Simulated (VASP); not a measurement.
Here is a VASP 6.6.1 calculation.

File INCAR:

```
SYSTEM = Zr
  PREC = Accurate
  ENCUT = 520
  EDIFF = 1E-6
  ISMEAR = -1
  SIGMA = 0.1
  LREAL = .False.
  LASPH = .True.
  NELM = 80
  ALGO = Normal
  ISIF = 2
  LWAVE = .False.
  LCHARG = .True.
  GGA = PE
  LELF = .True.
  LVHAR = .True.
  NBANDS = 12
```

File KPOINTS:

```
Automatic mesh
0
Gamma
  18 18 18
  0 0 0
```

The input POSCAR:

```
Zr
1.0
    2.7919454221      0.0000000000      0.0000000000
    0.0000000000      2.7919454221      0.0000000000
    0.0000000000      0.0000000000      2.7919454221
Zr
1
Direct
    0.0000000000      0.0000000000      0.0000000000
```

Potentials or basis: VASP PAW PBE potentials, release 64 (Zr_sv).

Launch:

```console
$ cat potpaw_PBE.64/Zr_sv/POTCAR > POTCAR
$ mpirun -np 1 vasp_std > vasp.out
```

(1) Estimate the pressure.

(2) Estimate the band gap on the k mesh.

## Answers

(1) 11.3 GPa.

(2) zero (band 6 reaches 10.54 eV, above the bottom of band 7 at 7.40 eV).
